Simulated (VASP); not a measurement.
Wanted: the native input for a VASP 6.6.1 run.

```
Task                   : single point
Functional             : PBE
Potentials or basis    : VASP PAW PBE potentials, release 64 (Hf_pv, C)
Cutoff                 : 520 eV
k mesh                 : 6 × 6 × 6
Occupations            : gaussian, width 0.1 eV
Spin                   : no spin polarisation
Dipole correction      : no
Further INCAR settings : ALGO = Normal; EDIFF = 1e-07; NBANDS = 14
```

The structure of HfC lies in POSCAR:

```
HfC
1.0
    0.0000000000      2.6324880000      2.6324880000
    2.6324880000      0.0000000000      2.6324880000
    2.6324880000      2.6324880000      0.0000000000
Hf C
1 1
Direct
    0.0000000000      0.0000000000      0.0000000000
    0.2500000000      0.2500000000      0.2500000000
```

The input as run:

INCAR

```
PREC = Accurate
ENCUT = 520
EDIFF = 1E-7
ISMEAR = 0
SIGMA = 0.1
LREAL = F
LASPH = T
NELM = 60
ALGO = Normal
ISIF = 2
LWAVE = F
LCHARG = F
GGA = PE
NBANDS = 14
```

KPOINTS

```
Automatic mesh
0
Gamma
  6 6 6
```

Potentials or basis: VASP PAW PBE potentials, release 64 (Hf_pv, C).

Launch:

```bash
$ cat potpaw_PBE.64/Hf_pv/POTCAR potpaw_PBE.64/C/POTCAR > POTCAR
$ mpirun -np 1 vasp_std > vasp.out
```

It gave:

The pressure is -16.3 GPa. The band gap on the k mesh is 0.52 eV, direct.

Caveat: spin-orbit coupling is left out, which moves the levels of the heavy elements.

It took 5.2 s on 1 thread of Intel(R) Xeon(R) 6975P-C (Granite Rapids), with other jobs on the host, peak memory 0.15 GiB.
